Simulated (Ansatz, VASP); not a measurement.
**Two plane-wave programs on CoSi2**

Contents of INCAR:

```
AGGAC = 1.0
AGGAX = 1.0
ALDAC = 0.0
ALDAX = 1.0
ALGO = Normal
EDIFF = 1E-7
ENCUT = 520
GGA = B5
ISIF = 2
ISMEAR = 0
ISPIN = 2
IVDW = 12
LASPH = T
LCHARG = T
LELF = T
LMAXMIX = 4
LORBIT = 11
LREAL = F
LVHAR = T
LWAVE = F
MAGMOM = 0.05 0 0
NBANDS = 20
NELM = 150
PREC = Accurate
SIGMA = 0.05
VDW_A1 = 0.4298
VDW_A2 = 4.2359
VDW_S6 = 1.0
VDW_S8 = 2.6996
```

File KPOINTS:

```
k-points
0
Gamma
  8 8 8
```

File POSCAR:

```
CoSi2
1.0
    0.0000000000      2.6824999877      2.6824999877
    2.6824999877      0.0000000000      2.6824999877
    2.6824999877      2.6824999877      0.0000000000
Co Si
1 2
Direct
    0.0000000000      0.0000000000      0.0000000000
    0.2500000000      0.2500000000      0.2500000000
    0.7500000000      0.7500000000      0.7500000000
```

Input for Ansatz:

```yaml
crystal:
  lattice:
    - [0.0, 2.6824999877, 2.6824999877]
    - [2.6824999877, 0.0, 2.6824999877]
    - [2.6824999877, 2.6824999877, 0.0]
  atoms:
    - { symbol: Co, position: [0.0, 0.0, 0.0], spin: 0.05 }
    - { symbol: Si, position: [0.25, 0.25, 0.25] }
    - { symbol: Si, position: [0.75, 0.75, 0.75] }
basis:
  ecutwfc: 420
  ecutrho_ratio: 4
kpoints:
  mp_grid: { grid: [8, 8, 8] }
hamiltonian:
  xc: blyp
  dispersion: d3bj
scf:
  occupations: { method: gaussian, width: 0.05 }
output:
  forces: true
  stress: true
  eigenvalues: true
  populations: true
magnetization:
  spin_polarized: true
checkpoint:
  read: start.run
  write: ck
  compress: false
  write_wavefunctions: false
  write_every: 100000
```

Alike in both runs: task single point; functional BLYP; dispersion D3(BJ); k mesh 8 × 8 × 8; occupations gaussian, width 0.05 eV; collinear spin.

|  | VASP | Ansatz |
| --- | --- | --- |
| version | VASP 6.6.1 | Ansatz 0.2.0 |
| potentials or method | VASP PAW PBE potentials, release 64 (Co, Si), cutoff 520 eV | scalar-relativistic, plane waves, PAW |
| valence electrons in the cell | 17 | 25 |

```csv
,VASP,Ansatz,Ansatz less VASP
gap on the k mesh at the Fermi level (eV),none,none,-
pressure (GPa),-5.9,-6.5,-0.57
net moment per atom (μB),0.00,0.00,0.000
```

VASP's potentials were made for PBE, not for BLYP. A gap of «none» marks a metal or a gap that the smearing closes. VASP's potentials hold 17 valence electrons a cell and Ansatz's 25, so a difference there can come from the potentials and not from the codes. Ansatz's warnings: seeded moment not kept.
